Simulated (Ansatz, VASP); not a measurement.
## Si2C: VASP beside Ansatz

```
Si C
1.0
     2.88376    0.00000    0.00000
    -1.44188    2.49741    0.00000
     0.00000    0.00000    4.84490
Si C
2 1
Direct
  0.00000 0.00000 0.75069
  0.00000 0.00000 0.24931
  0.33333 0.66667 0.00000
```

Change from the starting cell: ordered vacancies on the anion sites of tungsten carbide (P-6m2, No. 187).

Alike in both runs: functional PBE; k mesh 18 × 18 × 10; occupations gaussian, width 0.1 eV; no spin polarisation.

Ansatz relaxed the structure, and its values are those at the end. VASP's run is a single point on that final structure, the one shown.

```csv
,VASP,Ansatz
version,VASP 6.6.1,Ansatz 0.2.0
potentials or method,"VASP PAW PBE potentials, release 64 (Si, C), cutoff 520 eV","scalar-relativistic, plane waves, PAW"
valence electrons in the cell,12,12
```

VASP gave:

* gap on the k mesh at the Fermi level (eV): none
* pressure (GPa): -0.1
* rms of the force components (eV/Å): 0.008

Problem. What did Ansatz give for the same quantities?

Solution. gap on the k mesh at the Fermi level (eV): none; pressure (GPa): 0.0; rms of the force components (eV/Å): 0.001.

A gap of «none» marks a metal or a gap that the smearing closes.
